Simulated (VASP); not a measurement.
# BaSr3 (Fm-3m) in VASP: a series of runs

Runs on BaSr3. Level: LDA. Tasks: single point.

All numbers are computed with VASP 6.6.1; they aren't measurements. Logs are shortened: lines on timing, memory, paths and dates and some standing lists are left out, and cuts for length are marked.

### 1 The cell of the first run

Symmetry: Fm-3m, No. 225, cubic system. Conventional cell: a = 9.750 Å, b = 9.750 Å, c = 9.750 Å, α = 90.00°, β = 90.00°, γ = 90.00°. Ba (site symmetry m-3m) has 14 Sr at 4.22 to 4.88 Å within 5.5 Å. Sr (site symmetry -43m) has 4 Ba at 4.22 Å and 10 Sr at 4.22 to 4.88 Å within 5.5 Å. Sr (site symmetry m-3m) has 8 Sr at 4.22 Å and 6 Ba at 4.88 Å within 5.5 Å.

### 2 Single point, LDA

The input, INCAR:

```
SYSTEM = BaSr3
PREC = Accurate
ENCUT = 520
EDIFF = 1E-6
ISMEAR = -1
SIGMA = 0.1
LREAL = .False.
LASPH = .True.
NELM = 60
ALGO = Normal
ISIF = 2
LWAVE = .False.
LCHARG = .True.
LELF = .True.
LVHAR = .True.
NBANDS = 28
```

The input, KPOINTS:

```
regular mesh
0
Gamma
  4 4 4
  0 0 0
```

The input, POSCAR:

```
BaSr3
1.0
    0.0000000000      4.8750287800      4.8750287800
    4.8750287800      0.0000000000      4.8750287800
    4.8750287800      4.8750287800      0.0000000000
Ba Sr
1 3
Direct
    0.0000000000      0.0000000000      0.0000000000
    0.2500000000      0.2500000000      0.2500000000
    0.7500000000      0.7500000000      0.7500000000
    0.5000000000      0.5000000000      0.5000000000
```

Potentials or basis: VASP PAW LDA potentials, release 64 (Ba_sv, Sr_sv).

The run is started by

```sh
$ cat potpaw_LDA.64/Ba_sv/POTCAR potpaw_LDA.64/Sr_sv/POTCAR > POTCAR
$ mpirun -np 1 vasp_std > vasp.out
```

OUTCAR:

```text
SYSTEM = BaSr3
   PREC = Accurate
   ENCUT = 520
   EDIFF = 1E-6
   ISMEAR = -1
   LREAL = .False.
   LASPH = .True.
   NELM = 60
   ISIF = 2

 ion  position               nearest neighbor table
   1  0.000  0.000  0.000-   3 4.22   3 4.22   3 4.22   2 4.22   3 4.22   2 4.22   2 4.22   2 4.22
                             4 4.88   4 4.88   4 4.88   4 4.88   4 4.88   4 4.88
   2  0.250  0.250  0.250-   1 4.22   1 4.22   1 4.22   1 4.22   4 4.22   4 4.22   4 4.22   4 4.22
                             3 4.88   3 4.88   3 4.88   3 4.88   3 4.88   3 4.88
   3  0.750  0.750  0.750-   4 4.22   4 4.22   4 4.22   1 4.22   4 4.22   1 4.22   1 4.22   1 4.22
                             2 4.88   2 4.88   2 4.88   2 4.88   2 4.88   2 4.88
   4  0.500  0.500  0.500-   2 4.22   2 4.22   2 4.22   2 4.22   3 4.22   3 4.22   3 4.22   3 4.22
                             1 4.88   1 4.88   1 4.88   1 4.88   1 4.88   1 4.88

  LATTYP: Found a face centered cubic cell.
 ALAT       =     9.7500575600

  Lattice vectors:

 A1 = (   0.0000000000,   4.8750287800,   4.8750287800)
 A2 = (   4.8750287800,   0.0000000000,   4.8750287800)
 A3 = (   4.8750287800,   4.8750287800,   0.0000000000)

Analysis of symmetry for initial positions (statically):
=====================================================================
 Subroutine PRICEL returns:
 Original cell was already a primitive cell.

 Routine SETGRP: Setting up the symmetry group for a
 face centered cubic supercell.

 Subroutine GETGRP returns: Found 48 space group operations
 (whereof 48 operations were pure point group operations)
 out of a pool of 48 trial point group operations.

The static configuration has the point symmetry O_h .

Analysis of symmetry for dynamics (positions and initial velocities):
=====================================================================
 Subroutine PRICEL returns:
 Original cell was already a primitive cell.

 Routine SETGRP: Setting up the symmetry group for a
 face centered cubic supercell.

 Subroutine GETGRP returns: Found 48 space group operations
 (whereof 48 operations were pure point group operations)
 out of a pool of 48 trial point group operations.

The dynamic configuration has the point symmetry O_h .

 Subroutine INISYM returns: Found 48 space group operations
 (whereof 48 operations are pure point group operations),
 and found     1 'primitive' translations

----------------------------------------------------------------------------------------

                                     Primitive cell

  volume of cell :     231.7189

  direct lattice vectors                    reciprocal lattice vectors
     0.000000000  4.875028780  4.875028780    -0.102563497  0.102563497  0.102563497
     4.875028780  0.000000000  4.875028780     0.102563497 -0.102563497  0.102563497
     4.875028780  4.875028780  0.000000000     0.102563497  0.102563497 -0.102563497

  length of vectors
     6.894331818  6.894331818  6.894331818     0.177645188  0.177645188  0.177645188

  position of ions in fractional coordinates (direct lattice)
     0.000000000  0.000000000  0.000000000
     0.250000000  0.250000000  0.250000000
     0.750000000  0.750000000  0.750000000
     0.500000000  0.500000000  0.500000000

  ion indices of the primitive-cell ions
   primitive index   ion index
                 1           1
                 2           2
                 3           3
                 4           4

----------------------------------------------------------------------------------------

 KPOINTS: regular mesh

Automatic generation of k-mesh.
 Grid dimensions read from file:
 generate k-points for:    4    4    4

 Generating k-lattice:

  Cartesian coordinates                     Fractional coordinates (reciprocal lattice)
    -0.025640874  0.025640874  0.025640874     0.250000000  0.000000000  0.000000000
     0.025640874 -0.025640874  0.025640874     0.000000000  0.250000000  0.000000000
     0.025640874  0.025640874 -0.025640874     0.000000000  0.000000000  0.250000000

  Length of vectors
     0.044411297  0.044411297  0.044411297

  Shift w.r.t. Gamma in fractional coordinates (k-lattice)
     0.000000000  0.000000000  0.000000000

 Subroutine IBZKPT returns following result:
 ===========================================

 Found      8 irreducible k-points:

 Following reciprocal coordinates:
            Coordinates               Weight
  0.000000  0.000000  0.000000      1.000000
  0.250000  0.000000  0.000000      8.000000
  0.500000  0.000000  0.000000      4.000000
  0.250000  0.250000  0.000000      6.000000
  0.500000  0.250000  0.000000     24.000000
 -0.250000  0.250000  0.000000     12.000000
  0.500000  0.500000  0.000000      3.000000
 -0.250000  0.500000  0.250000      6.000000
   k-points           NKPTS =      8   k-points in BZ     NKDIM =      8   number of bands    NBANDS=     28
   number of dos      NEDOS =    301   number of ions     NIONS =      4
   total plane-waves  NPLWV = 157464
   dimension x,y,z NGX =    54 NGY =   54 NGZ =   54
   dimension x,y,z NGXF=   108 NGYF=  108 NGZF=  108
   ions per type =               1   3
   NGX,Y,Z   is equivalent  to a cutoff of  13.02, 13.02, 13.02 a.u.
   NGXF,Y,Z  is equivalent  to a cutoff of  26.04, 26.04, 26.04 a.u.
 SYSTEM =  BaSr3
   PREC   = accura    normal or accurate (medium, high low for compatibility)
   ISTART =      0    job   : 0-new  1-cont  2-samecut
   ICHARG =      2    charge: 1-file 2-atom 10-const
   ISPIN  =      1    spin polarized calculation?
   LNONCOLLINEAR =      F non collinear calculations
   LSORBIT =      F    spin-orbit coupling
   LASPH  =      T    aspherical Exc in radial PAW
   ENCUT  =  520.0 eV  38.22 Ry    6.18 a.u.  12.82 12.82 12.82*2*pi/ulx,y,z
   NELM   =     60;   NELMIN=  2; NELMDL= -5     # of ELM steps
   EDIFF  = 0.1E-05   stopping-criterion for ELM
   LREAL  =      F    real-space projection
   EDIFFG = 0.1E-04   stopping-criterion for IOM
   NSW    =      0    number of steps for IOM
   IBRION =     -1    ionic relax: 0-MD 1-quasi-New 2-CG
   NFREE  =      0    steps in history (QN), initial steepest desc. (CG)
   ISIF   =      2    stress and relaxation
   ISYM   =      2    0-nonsym 1-usesym 2-fastsym
   POTIM  = 0.5000    time-step for ionic-motion
   TEBEG  =    0.0;   TEEND  =   0.0 temperature during run
   PSTRESS=    0.0 pullay stress
   NELECT =      40.0000    total number of electrons
   NUPDOWN=      -1.0000    fix difference up-down
   EMIN   =  10.00;   EMAX   =-10.00  energy-range for DOS
   EFERMI =   0.00;   METHOD = LEGACY
   ISMEAR =    -1;   SIGMA  =   0.10  broadening in eV -4-tet -1-fermi 0-gaus
   EFERMI_NEDOS =   21; number of points for ismear=-14 and -15
   IALGO  =     38    algorithm
   IMIX   =      4    mixing-type and parameters
     AMIX     =   0.40;   BMIX     =  1.00
     AMIX_MAG =   1.60;   BMIX_MAG =  1.00
  volume/ion in A,a.u.               =      57.93       390.93
  Fermi-wavevector in a.u.,A,eV,Ry     =   0.911537  1.722555 11.305077  0.830900
  Thomas-Fermi vector in A             =   2.035828
   LORBIT       =      0    0 simple, 1 ext, 2 COOP (PROOUT), +10 PAW based schemes
   GGA     = CA    functional components
   LHFCALC =     F    Hartree Fock is set to
   AEXX    =    0.0000 exact exchange contribution
   IVDW    =     0    specifies the selected vdW correction
   LEPSILON=     F    determine dielectric tensor
   LRPA    =     F    only Hartree local field effects (RPA)
 non-spin polarized calculation
  energy-cutoff  :      520.00
  volume of cell :      231.72
 maximum number of plane-waves:      6259
 NGX is ok and might be reduce to    54
   NGX = 25   NGY = 25   NGZ = 25

 number of electron      39.9999999 magnetization

 Free energy of the ion-electron system (eV)
  ---------------------------------------------------
  ext. energy  EPLUGINS =         0.00000000
  ---------------------------------------------------
  free energy    TOTEN  =        -7.84081220 eV

  energy without entropy =       -7.64706311  energy(sigma->0) =       -7.74393766

 E-fermi :   1.3703     XC(G=0):  -7.5213

 val. band max:        1.3669943437   @ k =   0.5000   0.0000   0.0000
 cond. band min:       1.3822806840   @ k =  -0.2500   0.2500   0.0000
 fundamental gap:      0.0152863403
 Fermi energy:         1.3703435710

 k-point     1 :       0.0000    0.0000    0.0000
  band No.  band energies     occupation
      1     -35.1277      2.00000
      2     -35.1201      2.00000
      3     -35.1111      2.00000
      4     -27.4190      2.00000
      5     -17.2339      2.00000
      6     -17.2339      2.00000
[... 20 lines left out ...]
     27       3.4929      0.00000
     28       3.4931      0.00000

 k-point     2 :       0.2500    0.0000    0.0000
  band No.  band energies     occupation
      1     -35.1259      2.00000
      2     -35.1204      2.00000
      3     -35.1125      2.00000
      4     -27.4190      2.00000
      5     -17.2419      2.00000
      6     -17.2419      2.00000
[... 20 lines left out ...]
     27       3.1692      0.00000
     28       3.3412      0.00000

 k-point     3 :       0.5000    0.0000    0.0000
  band No.  band energies     occupation
      1     -35.1234      2.00000
      2     -35.1212      2.00000
      3     -35.1144      2.00000
      4     -27.4190      2.00000
      5     -17.2477      2.00000
      6     -17.2477      2.00000
[... 20 lines left out ...]
     27       2.6083      0.00001
     28       2.6083      0.00001

 k-point     4 :       0.2500    0.2500    0.0000
  band No.  band energies     occupation
      1     -35.1253      2.00000
      2     -35.1205      2.00000
      3     -35.1131      2.00000
      4     -27.4190      2.00000
      5     -17.2520      2.00000
      6     -17.2520      2.00000
[... 20 lines left out ...]
     27       3.3266      0.00000
     28       3.7731      0.00000

 k-point     5 :       0.5000    0.2500    0.0000
  band No.  band energies     occupation
      1     -35.1226      2.00000
      2     -35.1210      2.00000
      3     -35.1153      2.00000
      4     -27.4190      2.00000
      5     -17.2571      2.00000
      6     -17.2535      2.00000
[... 20 lines left out ...]
     27       2.8469      0.00000
     28       2.9192      0.00000

 k-point     6 :      -0.2500    0.2500    0.0000
  band No.  band energies     occupation
      1     -35.1236      2.00000
      2     -35.1208      2.00000
      3     -35.1144      2.00000
      4     -27.4190      2.00000
      5     -17.2489      2.00000
      6     -17.2473      2.00000
[... 20 lines left out ...]
     27       2.8571      0.00000
     28       3.2789      0.00000

 k-point     7 :       0.5000    0.5000    0.0000
  band No.  band energies     occupation
      1     -35.1215      2.00000
      2     -35.1208      2.00000
      3     -35.1166      2.00000
      4     -27.4191      2.00000
      5     -17.2646      2.00000
      6     -17.2646      2.00000
[... 20 lines left out ...]
     27       3.2535      0.00000
     28       3.2540      0.00000

 k-point     8 :      -0.2500    0.5000    0.2500
  band No.  band energies     occupation
      1     -35.1212      2.00000
      2     -35.1212      2.00000
      3     -35.1166      2.00000
      4     -27.4191      2.00000
      5     -17.2638      2.00000
      6     -17.2395      2.00000
[... 20 lines left out ...]
     27       2.7704      0.00000
     28       2.8468      0.00000

------------------------ aborting loop because EDIFF is reached ----------------------------------------

  FORCE on cell =-STRESS in cart. coord.  units (eV):
  Direction    XX          YY          ZZ          XY          YZ          ZX
  --------------------------------------------------------------------------------------
  -------------------------------------------------------------------------------------
  Total       -2.3247760     -2.3247760     -2.3247760     -0.0000000     -0.0000000      0.0000000
  in kB      -16.0742291    -16.0742291    -16.0742291     -0.0000000     -0.0000000      0.0000000
  external PRESSURE =     -16.0742291 kB  Pullay stress =       0.0000000 kB

 VOLUME and BASIS-vectors are now :
 -----------------------------------------------------------------------------
  energy-cutoff  :      520.00
  volume of cell :      231.72
      direct lattice vectors                 reciprocal lattice vectors
     0.000000000  4.875028780  4.875028780    -0.102563497  0.102563497  0.102563497
     4.875028780  0.000000000  4.875028780     0.102563497 -0.102563497  0.102563497
     4.875028780  4.875028780  0.000000000     0.102563497  0.102563497 -0.102563497

 POSITION                                       TOTAL-FORCE (eV/Angst)
 -----------------------------------------------------------------------------------
      0.00000      0.00000      0.00000         0.000000     -0.000000     -0.000000
      2.43751      2.43751      2.43751        -0.000000     -0.000000     -0.000000
      7.31254      7.31254      7.31254         0.000000      0.000000      0.000000
      4.87503      4.87503      4.87503         0.000000     -0.000000     -0.000000
 -----------------------------------------------------------------------------------
    total drift:                                0.000000      0.000000     -0.000000

  FREE ENERGIE OF THE ION-ELECTRON SYSTEM (eV)
  ---------------------------------------------------
  free  energy   TOTEN  =        -7.8408122048 eV

  energy  without entropy=       -7.6470631128  energy(sigma->0) =       -7.74393766
```

Run time: 75 s. Hardware: 1 thread of AMD EPYC 7R13 (Zen 3), shared host; peak memory 0.28 GiB.

Results:

* Free energy: -7.8408 eV
* Pressure: -1.6 GPa
* Band gap on the k mesh: zero (band 20 reaches 1.51 eV, above the bottom of band 21 at 1.38 eV)

Levels at points of the mesh, in eV from the Fermi level:
| k point | band 16 | band 17 | band 18 | band 19 | band 20 | band 21 | band 22 | band 23 | band 24 | band 25 |
| --- | --- | --- | --- | --- | --- | --- | --- | --- | --- | --- |
| (0.00, 0.00, 0.00) | -14.00 | -3.41 | -0.24 | -0.24 | 0.14 | 0.14 | 0.14 | 0.60 | 0.60 | 0.60 |
| (0.50, 0.00, 0.00) | -14.00 | -2.00 | -1.94 | 0.00 | 0.00 | 0.41 | 0.41 | 0.49 | 0.52 | 0.90 |
| (0.50, 0.50, 0.00) | -14.00 | -1.63 | -1.53 | -1.15 | -0.75 | 0.50 | 0.50 | 0.97 | 0.97 | 0.98 |

Caveat: spin-orbit coupling is left out, which moves the levels of the heavy elements.

(Part 1 of 2 ends here.)
